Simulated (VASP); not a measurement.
Write the native input for VASP 6.6.1 that does the following.

| Property | Result |
| --- | --- |
| Task | single point |
| Functional | PBE |
| Potentials or basis | VASP PAW PBE potentials, release 64 (Ti_sv, H) |
| Cutoff | 520 eV |
| k mesh | 10 × 10 × 1 |
| Occupations | gaussian, width 0.1 eV |
| Spin | no spin polarisation |
| Dipole correction | yes |
| Further INCAR settings | ALGO = Normal; EDIFF = 1e-07; NBANDS = 26 |

The structure of Ti3H lies in POSCAR:

```
Ti3H
1.0
    2.8193504947      0.0000000000      0.0000000000
   -0.9397834982      2.6581091378      0.0000000000
    0.0000000000      0.0000000000     21.3259744853
Ti H
3 1
Direct
    0.5000000000      0.5000000000      0.1875646997
    0.0000000000      0.0000000000      0.2892724347
    0.5000000000      0.5000000000      0.3904147260
    0.6666666667      0.6666666667      0.5625053380
```

The input as run:

INCAR

```
PREC     = Accurate       # precision mode
ENCUT    = 520            # plane-wave cutoff, eV
EDIFF    = 1E-7           # SCF threshold, eV
ISMEAR   = 0              # smearing method
SIGMA    = 0.1            # smearing width, eV
LREAL    = F              # projectors in reciprocal space
LASPH    = T              # aspherical terms in the spheres
NELM     = 60             # most SCF steps
ALGO     = Normal         # electronic algorithm
ISIF     = 2              # what is computed and relaxed
LWAVE    = F              # write WAVECAR
LCHARG   = T              # write CHGCAR
LDIPOL   = T            
IDIPOL   = 3            
DIPOL    = 0.5 0.5 0.357
GGA      = PE             # functional
LELF     = T              # ELF
LVHAR    = T            
LVACPOTAV= T            
NBANDS   = 26             # bands
```

KPOINTS

```
regular mesh
0
Gamma
  10 10 1
```

Potentials or basis: VASP PAW PBE potentials, release 64 (Ti_sv, H).

Run with:

```console
$ cat potpaw_PBE.64/Ti_sv/POTCAR potpaw_PBE.64/H/POTCAR > POTCAR
$ mpirun -np 1 vasp_std > vasp.out
```

Results of the run:

| Quantity | Value |
| --- | --- |
| Largest force | 0.442 eV/Å |
| Band gap on the k mesh | zero (an odd number of electrons rules out a gap without spin polarisation) |

It took 4 min on 1 thread of Intel(R) Xeon(R) Platinum 8488C (Sapphire Rapids), with other jobs on the host, peak memory 0.34 GiB.
